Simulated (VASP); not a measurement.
Set up this calculation in VASP 6.6.1, as the native input.

```yaml
Task: relaxation of the atoms
Functional: PBEsol
Potentials_or_basis: VASP PAW PBE potentials, release 64 (Te, Mo_sv)
Cutoff: 520 eV
k_mesh: 12 × 12 × 2
Occupations: gaussian, width 0.02 eV
Spin: no spin polarisation
Dipole_correction: no
Further_INCAR_settings: ALGO = Normal; EDIFF = 1e-06; IBRION = 2; EDIFFG = -0.008; NSW = 60
```

The structure of Te2Mo lies in POSCAR:

```
Te2Mo
1.0
    3.4910750445      0.0000000000      0.0000000000
   -1.7455375222      3.0233596750      0.0000000000
    0.0000000000      0.0000000000     18.0522165667
Te Mo
2 1
Direct
    0.3333333333      0.6666666667      0.8986255695
    0.3333333333      0.6666666667      0.1013744305
    0.0000000000      0.0000000000      0.0000000000
```

This cell differs from its parent crystal: strain along c alone, the other axes held: +3.0 %.

One way to write it, as run:

INCAR

```
SYSTEM = Te2Mo
ALGO = Normal ; EDIFF = 1E-6
EDIFFG = -0.008 ; ENCUT = 520
GGA = PS ; IBRION = 2
ISIF = 2 ; ISMEAR = 0
LASPH = .True. ; LCHARG = .False.
LREAL = .False. ; LWAVE = .False.
NELM = 60 ; NSW = 60
PREC = Accurate ; SIGMA = 0.02
```

KPOINTS

```
k-points
0
Gamma
  12 12 2
  0 0 0
```

Potentials or basis: VASP PAW PBE potentials, release 64 (Te, Mo_sv).

Run with:

```console
$ cat potpaw_PBE.64/Te/POTCAR potpaw_PBE.64/Mo_sv/POTCAR > POTCAR
$ mpirun -np 1 vasp_std > vasp.out
```

It gave:

The energy gained by relaxing is 2.8 meV/atom and the ionic steps are 3. The largest force after relaxing is 0.003 eV/Å and the band gap on the k mesh is 1.20 eV.

Caveat: the cell differs from its parent crystal (strain along c alone, the other axes held: +3.0 %); the PAW data sets were made with another functional, which shifts forces and pressure a little; spin-orbit coupling is left out, which moves the levels of the heavy elements.

It took 2.8 min on 1 thread of AMD EPYC 9R45 96-Core Processor (Zen 5), on a shared host, peak memory 0.38 GiB.
